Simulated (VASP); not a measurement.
# AlNi3 (Fm-3m) in VASP: a series of runs

The runs below take AlNi3 through single point, with PBEsol.

Program: VASP 6.6.1. These are calculated values, not measurements. Logs are shortened: lines on timing, memory, paths and dates and some standing lists are left out, and cuts for length are marked.

### Step 1. The cell of the first run

Symmetry: Fm-3m, No. 225, cubic system. The conventional cell has a = 5.566 Å, b = 5.566 Å, c = 5.566 Å, α = 90.00°, β = 90.00°, γ = 90.00°. Ni (site symmetry -43m) has 10 Ni at 2.41 to 2.78 Å and 4 Al at 2.41 Å within 3.2 Å. Ni (site symmetry m-3m) has 8 Ni at 2.41 Å and 6 Al at 2.78 Å within 3.2 Å. Al (site symmetry m-3m) has 14 Ni at 2.41 to 2.78 Å within 3.2 Å.

### Step 2. Single point, PBEsol, collinear spin, ferromagnetic start

INCAR

```
SYSTEM = AlNi3
ALGO     = Normal         ! electronic algorithm
EDIFF    = 1E-7           ! SCF threshold, eV
ENCUT    = 520            ! plane-wave cutoff, eV
GGA      = PS             ! functional
ISIF     = 2              ! what is computed and relaxed
ISMEAR   = -1             ! smearing method
ISPIN    = 2              ! spin polarisation
LASPH    = .TRUE.         ! aspherical terms in the spheres
LCHARG   = .TRUE.         ! write CHGCAR
LELF     = .TRUE.         ! ELF
LMAXMIX  = 4              ! l up to which the mixer works
LORBIT   = 11             ! projections on sites
LREAL    = .FALSE.        ! projectors in reciprocal space
LVHAR    = .TRUE.       
LWAVE    = .FALSE.        ! write WAVECAR
MAGMOM   = 1 1 1 0        ! initial moments
NBANDS   = 28             ! bands
NELM     = 150            ! most SCF steps
PREC     = Accurate       ! precision mode
SIGMA    = 0.05           ! smearing width, eV
```

KPOINTS

```
k-points
0
G
  8 8 8
  0 0 0
```

POSCAR

```
AlNi3
1.0
    0.0000000000      2.7830835660      2.7830835660
    2.7830835660      0.0000000000      2.7830835660
    2.7830835660      2.7830835660      0.0000000000
Ni Al
3 1
Direct
    0.7500000000      0.7500000000      0.7500000000
    0.0000000000      0.0000000000      0.0000000000
    0.2500000000      0.2500000000      0.2500000000
    0.5000000000      0.5000000000      0.5000000000
```

Potentials or basis: VASP PAW PBE potentials, release 64 (Ni, Al).

Command:

```bash
> cat potpaw_PBE.64/Ni/POTCAR potpaw_PBE.64/Al/POTCAR > POTCAR
> mpirun -np 1 vasp_std > vasp.out
```

OUTCAR:

```text
SYSTEM = AlNi3
   EDIFF = 1E-7
   ENCUT = 520
   GGA = PS
   ISIF = 2
   ISMEAR = -1
   ISPIN = 2
   LASPH = .TRUE.
   LORBIT = 11
   LREAL = .FALSE.
   NELM = 150
   PREC = Accurate

 ion  position               nearest neighbor table
   1  0.750  0.750  0.750-   4 2.41   4 2.41   4 2.41   2 2.41   4 2.41   2 2.41   2 2.41   2 2.41
                             3 2.78   3 2.78   3 2.78   3 2.78   3 2.78   3 2.78
   2  0.000  0.000  0.000-   1 2.41   1 2.41   1 2.41   1 2.41   3 2.41   3 2.41   3 2.41   3 2.41
                             4 2.78   4 2.78   4 2.78   4 2.78   4 2.78   4 2.78
   3  0.250  0.250  0.250-   2 2.41   2 2.41   2 2.41   2 2.41   4 2.41   4 2.41   4 2.41   4 2.41
                             1 2.78   1 2.78   1 2.78   1 2.78   1 2.78   1 2.78
   4  0.500  0.500  0.500-   3 2.41   3 2.41   3 2.41   1 2.41   3 2.41   1 2.41   1 2.41   1 2.41
                             2 2.78   2 2.78   2 2.78   2 2.78   2 2.78   2 2.78

  LATTYP: Found a face centered cubic cell.
 ALAT       =     5.5661671320

  Lattice vectors:

 A1 = (   0.0000000000,   2.7830835660,   2.7830835660)
 A2 = (   2.7830835660,   0.0000000000,   2.7830835660)
 A3 = (   2.7830835660,   2.7830835660,   0.0000000000)

Analysis of symmetry for initial positions (statically):
=====================================================================
 Subroutine PRICEL returns:
 Original cell was already a primitive cell.

 Routine SETGRP: Setting up the symmetry group for a
 face centered cubic supercell.

 Subroutine GETGRP returns: Found 48 space group operations
 (whereof 48 operations were pure point group operations)
 out of a pool of 48 trial point group operations.

The static configuration has the point symmetry O_h .

Analysis of symmetry for dynamics (positions and initial velocities):
=====================================================================
 Subroutine PRICEL returns:
 Original cell was already a primitive cell.

 Routine SETGRP: Setting up the symmetry group for a
 face centered cubic supercell.

 Subroutine GETGRP returns: Found 48 space group operations
 (whereof 48 operations were pure point group operations)
 out of a pool of 48 trial point group operations.

The dynamic configuration has the point symmetry O_h .

Analysis of structural, dynamic, and magnetic symmetry:
=====================================================================
 Subroutine PRICEL returns:
 Original cell was already a primitive cell.

 Routine SETGRP: Setting up the symmetry group for a
 face centered cubic supercell.
[... 137 lines left out ...]
   IVDW    =     0    specifies the selected vdW correction
   LEPSILON=     F    determine dielectric tensor
   LRPA    =     F    only Hartree local field effects (RPA)
 spin polarized calculation
  energy-cutoff  :      520.00
  volume of cell :       43.11
 maximum number of plane-waves:      1211
 NGX is ok and might be reduce to    30
   NGX = 15   NGY = 15   NGZ = 15

 number of electron      33.0000033 magnetization       0.0007982

 number of electron      33.0000033 magnetization      -0.0001110

 Free energy of the ion-electron system (eV)
  ---------------------------------------------------
  ext. energy  EPLUGINS =         0.00000000
  ---------------------------------------------------
  free energy    TOTEN  =       -24.07942673 eV

  energy without entropy =      -24.06090586  energy(sigma->0) =      -24.07016630

 E-fermi :  10.0821     XC(G=0): -13.0733

 val. band max:       10.0575248889   @ k =   0.5000   0.5000   0.0000
 cond. band min:      10.0822417589   @ k =  -0.3750   0.5000   0.1250
 fundamental gap:      0.0247168700
 Fermi energy:        10.0820600503

 spin component 1

 k-point     1 :       0.0000    0.0000    0.0000
  band No.  band energies     occupation
      1      -0.2635      1.00000
      2       6.3700      1.00000
      3       6.3700      1.00000
      4       6.5132      1.00000
      5       6.5132      1.00000
      6       6.5132      1.00000
[... 733 lines left out ...]
     27      25.4201      0.00000
     28      28.2303      0.00000

 [... further k-points ...]

 spin component 2

 k-point     1 :       0.0000    0.0000    0.0000
  band No.  band energies     occupation
      1      -0.2635      1.00000
      2       6.3700      1.00000
      3       6.3700      1.00000
      4       6.5132      1.00000
      5       6.5132      1.00000
      6       6.5132      1.00000
[... 733 lines left out ...]
     27      25.4201      0.00000
     28      28.2303      0.00000

 [... further k-points ...]

------------------------ aborting loop because EDIFF is reached ----------------------------------------

  FORCE on cell =-STRESS in cart. coord.  units (eV):
  Direction    XX          YY          ZZ          XY          YZ          ZX
  --------------------------------------------------------------------------------------
  -------------------------------------------------------------------------------------
  Total        0.9442216      0.9442216      0.9442216     -0.0000000     -0.0000000      0.0000000
  in kB       35.0893875     35.0893875     35.0893875     -0.0000000     -0.0000000      0.0000000
  external PRESSURE =      35.0893875 kB  Pullay stress =       0.0000000 kB

 VOLUME and BASIS-vectors are now :
 -----------------------------------------------------------------------------
  energy-cutoff  :      520.00
  volume of cell :       43.11
      direct lattice vectors                 reciprocal lattice vectors
     0.000000000  2.783083566  2.783083566    -0.179656840  0.179656840  0.179656840
     2.783083566  0.000000000  2.783083566     0.179656840 -0.179656840  0.179656840
     2.783083566  2.783083566  0.000000000     0.179656840  0.179656840 -0.179656840

 POSITION                                       TOTAL-FORCE (eV/Angst)
 -----------------------------------------------------------------------------------
      4.17463      4.17463      4.17463        -0.000000      0.000000     -0.000000
      0.00000      0.00000      0.00000        -0.000000     -0.000000      0.000000
      1.39154      1.39154      1.39154         0.000000      0.000000      0.000000
      2.78308      2.78308      2.78308        -0.000000     -0.000000      0.000000
 -----------------------------------------------------------------------------------
    total drift:                                0.000000     -0.000000      0.000000

  FREE ENERGIE OF THE ION-ELECTRON SYSTEM (eV)
  ---------------------------------------------------
  free  energy   TOTEN  =       -24.0794267326 eV

  energy  without entropy=      -24.0609058631  energy(sigma->0) =      -24.07016630

 total charge

# of ion       s       p       d       tot
------------------------------------------
    1        0.497   0.551   8.457   9.504
    2        0.502   0.531   8.418   9.451
    3        0.497   0.551   8.457   9.504
    4        0.407   0.424   0.000   0.831
--------------------------------------------------
tot          1.902   2.057  25.331  29.290

 magnetization (x)

# of ion       s       p       d       tot
------------------------------------------
    1       -0.000   0.000  -0.000  -0.000
    2        0.000   0.000   0.000   0.000
    3       -0.000   0.000  -0.000  -0.000
    4        0.000   0.000   0.000   0.000
--------------------------------------------------
tot         -0.000   0.000  -0.000  -0.000
```

OSZICAR:

```text
N       E                     dE             d eps       ncg     rms          rms(c)
DAV:   1     0.195258134105E+03    0.19526E+03   -0.14180E+04  3360   0.155E+03
DAV:   2    -0.155621100849E+02   -0.21082E+03   -0.19510E+03  3256   0.295E+02
DAV:   3    -0.277332938176E+02   -0.12171E+02   -0.11431E+02  3588   0.891E+01
DAV:   4    -0.279551667515E+02   -0.22187E+00   -0.22145E+00  3688   0.114E+01
DAV:   5    -0.279634142205E+02   -0.82475E-02   -0.82464E-02  3812   0.195E+00    0.204E+01
DAV:   6    -0.276335944475E+02    0.32982E+00   -0.28245E+01  3748   0.952E+01    0.180E+01
DAV:   7    -0.241985432839E+02    0.34351E+01   -0.94553E+00  3936   0.570E+01    0.557E+00
DAV:   8    -0.244478366505E+02   -0.24929E+00   -0.12135E+00  3796   0.342E+01    0.708E+00
DAV:   9    -0.240923004855E+02    0.35554E+00   -0.24122E-01  4344   0.197E+01    0.152E+00
DAV:  10    -0.240820517946E+02    0.10249E-01   -0.58696E-02  4876   0.342E+00    0.570E-01
DAV:  11    -0.240797296176E+02    0.23222E-02   -0.64290E-03  4340   0.960E-01    0.242E-01
DAV:  12    -0.240794200564E+02    0.30956E-03   -0.78036E-04  3984   0.632E-01    0.829E-02
DAV:  13    -0.240794257753E+02   -0.57190E-05   -0.11392E-04  3892   0.174E-01    0.464E-02
DAV:  14    -0.240794299357E+02   -0.41603E-05   -0.11888E-05  4108   0.468E-02    0.287E-02
DAV:  15    -0.240794272671E+02    0.26686E-05   -0.24472E-06  4524   0.485E-02    0.914E-03
DAV:  16    -0.240794268247E+02    0.44236E-06   -0.10957E-06  4876   0.249E-02    0.291E-03
DAV:  17    -0.240794267326E+02    0.92086E-07   -0.17161E-07  2352   0.522E-03
   1 F= -.24079427E+02 E0= -.24070166E+02  d E =-.185209E-01  mag=    -0.0001
```

It took 50 s on 1 thread of Intel Xeon 6975P-C (Granite Rapids), shared host; peak memory 0.21 GiB.

What came out:

```
Free energy                                           : -24.0794 eV
Pressure                                              : 3.5 GPa
Net moment                                            : 0.00 μB per cell
Valence electrons inside the program's atomic spheres : Ni 9.50, 9.45; Al 0.83
```

Levels at points of the mesh, in eV from the Fermi level:
Spin up:
```
           k point  band 12  band 13  band 14  band 15  band 16  band 17  band 18  band 19  band 20  band 21
(0.00, 0.00, 0.00)    -0.93    -0.56    -0.56    -0.52    -0.52     5.51     5.51     5.51     6.04     6.04
(0.50, 0.00, 0.00)    -1.77    -0.65    -0.65    -0.48    -0.48    -0.14     4.38     4.38     4.91     4.91
(0.50, 0.50, 0.00)    -1.23    -1.08    -0.76    -0.60    -0.36    -0.35    -0.35    -0.02     4.36     4.82
```
Spin down:
```csv
k point,band 14,band 15,band 16,band 17,band 18,band 19
"(0.00, 0.00, 0.00)",-0.56,-0.52,-0.52,5.51,5.51,5.51
"(0.50, 0.00, 0.00)",-0.65,-0.48,-0.48,-0.14,4.38,4.38
"(0.50, 0.50, 0.00)",-0.76,-0.60,-0.36,-0.35,-0.35,-0.02
```

Caveat: the PAW data sets were made with another functional, which shifts forces and pressure a little.

### Step 3. Single point, PBEsol, collinear spin, ferromagnetic start

This run uses another cell than the first one, of 11.00 Å³/atom, 1.020 times its volume.

INCAR

```
PREC = Accurate
ENCUT = 520
EDIFF = 1E-6
ISMEAR = -1
SIGMA = 0.05
LREAL = F
LASPH = T
NELM = 150
ALGO = Normal
ISIF = 2
LWAVE = F
LCHARG = T
ISPIN = 2
MAGMOM = 1 1 1 0
LORBIT = 11
LMAXMIX = 4
GGA = PS
LELF = T
LVHAR = T
NBANDS = 28
```

KPOINTS

```
Automatic mesh
0
Gamma
  8 8 8
```

POSCAR

```
AlNi3
1.0
    0.0000000000      2.8018887551      2.8018887551
    2.8018887551      0.0000000000      2.8018887551
    2.8018887551      2.8018887551      0.0000000000
Ni Al
3 1
Direct
    0.7500000000      0.7500000000      0.7500000000
    0.0000000000      0.0000000000      0.0000000000
    0.2500000000      0.2500000000      0.2500000000
    0.5000000000      0.5000000000      0.5000000000
```

Potentials or basis: VASP PAW PBE potentials, release 64 (Ni, Al).

Command:

```bash
> cat potpaw_PBE.64/Ni/POTCAR potpaw_PBE.64/Al/POTCAR > POTCAR
> mpirun -np 1 vasp_std > vasp.out
```

Wall time 48 s (1 thread of Intel Xeon 6975P-C (Granite Rapids), shared host); peak memory 0.21 GiB.

Results (log left out):

```
Free energy                                           : -24.0871 eV
Pressure                                              : -0.6 GPa
Net moment                                            : 0.00 μB per cell
Valence electrons inside the program's atomic spheres : Ni 9.47, 9.41; Al 0.82
```

Levels at points of the mesh, in eV from the Fermi level:
Spin up:
```
           k point  band 14  band 15  band 16  band 17  band 18  band 19
(0.00, 0.00, 0.00)    -0.55    -0.51    -0.51     5.45     5.45     5.45
(0.50, 0.00, 0.00)    -0.63    -0.47    -0.47    -0.14     4.33     4.33
(0.50, 0.50, 0.00)    -0.74    -0.58    -0.36    -0.34    -0.34    -0.03
```
Spin down:
| k point | band 12 | band 13 | band 14 | band 15 | band 16 | band 17 | band 18 | band 19 | band 20 | band 21 |
| --- | --- | --- | --- | --- | --- | --- | --- | --- | --- | --- |
| (0.00, 0.00, 0.00) | -0.90 | -0.55 | -0.55 | -0.51 | -0.51 | 5.45 | 5.45 | 5.45 | 5.94 | 5.94 |
| (0.50, 0.00, 0.00) | -1.72 | -0.63 | -0.63 | -0.47 | -0.47 | -0.14 | 4.33 | 4.33 | 4.81 | 4.81 |
| (0.50, 0.50, 0.00) | -1.19 | -1.04 | -0.74 | -0.58 | -0.36 | -0.34 | -0.34 | -0.03 | 4.27 | 4.69 |

Caveat: the PAW data sets were made with another functional, which shifts forces and pressure a little.

### Step 4. Single point, PBEsol, collinear spin, ferromagnetic start

This run uses another cell than the first one, of 11.22 Å³/atom, 1.041 times its volume.

INCAR

```
  PREC = Accurate
  ENCUT = 520
  EDIFF = 1E-6
  ISMEAR = -1
  SIGMA = 0.05
  LREAL = F
  LASPH = T
  NELM = 150
  ALGO = Normal
  ISIF = 2
  LWAVE = F
  LCHARG = F
  ISPIN = 2
  MAGMOM = 1 1 1 0
  LORBIT = 11
  LMAXMIX = 4
  GGA = PS
  NBANDS = 28
```

KPOINTS is that of step 3.

POSCAR

```
AlNi3
1.0
    0.0000000000      2.8204448505      2.8204448505
    2.8204448505      0.0000000000      2.8204448505
    2.8204448505      2.8204448505      0.0000000000
Ni Al
3 1
Direct
    0.7500000000      0.7500000000      0.7500000000
    0.0000000000      0.0000000000      0.0000000000
    0.2500000000      0.2500000000      0.2500000000
    0.5000000000      0.5000000000      0.5000000000
```

Command:

```bash
> cat potpaw_PBE.64/Ni/POTCAR potpaw_PBE.64/Al/POTCAR > POTCAR
> mpirun -np 1 vasp_std > vasp.out
```

Run time: 44 s. Hardware: 1 thread of Intel Xeon 6975P-C (Granite Rapids), shared host; peak memory 0.21 GiB.

It converged, with:

```
Free energy                                           : -24.0732 eV
Pressure                                              : -4.3 GPa
Net moment                                            : 0.00 μB per cell
Valence electrons inside the program's atomic spheres : Ni 9.43, 9.38; Al 0.81
```

Levels at points of the mesh, in eV from the Fermi level:
Spin up:
```csv
k point,band 14,band 15,band 16,band 17,band 18,band 19
"(0.00, 0.00, 0.00)",-0.53,-0.49,-0.49,5.39,5.39,5.39
"(0.50, 0.00, 0.00)",-0.62,-0.45,-0.45,-0.14,4.29,4.29
"(0.50, 0.50, 0.00)",-0.72,-0.56,-0.35,-0.33,-0.33,-0.03
```
Spin down:
```csv
k point,band 14,band 15,band 16,band 17,band 18,band 19
"(0.00, 0.00, 0.00)",-0.53,-0.49,-0.49,5.39,5.39,5.39
"(0.50, 0.00, 0.00)",-0.62,-0.45,-0.45,-0.14,4.29,4.29
"(0.50, 0.50, 0.00)",-0.72,-0.56,-0.35,-0.33,-0.33,-0.03
```

Caveat: the PAW data sets were made with another functional, which shifts forces and pressure a little.

### Step 5. Overview

| cell | gap on the mesh (eV) | pressure (GPa) | moment (μB) |
| --- | --- | --- | --- |
| a = 3.936 Å, angles 60.0°, 4 atoms | none | 3.5 | 0.00 |
| a = 3.962 Å, angles 60.0°, 4 atoms | none | -0.6 | 0.00 |
| a = 3.989 Å, angles 60.0°, 4 atoms | none | -4.3 | 0.00 |

Alike in all rows: task single point; level PBEsol; potentials or basis VASP PAW PBE potentials, release 64 (Ni, Al); spin collinear, ferromagnetic start; k mesh 8 × 8 × 8; cutoff (eV) 520; smearing fermi-dirac 0.05 eV.

Caveats: the PAW data sets were made with another functional, which shifts forces and pressure a little.

Total energies depend on the potentials used, so only differences within one code and one set of settings carry meaning.
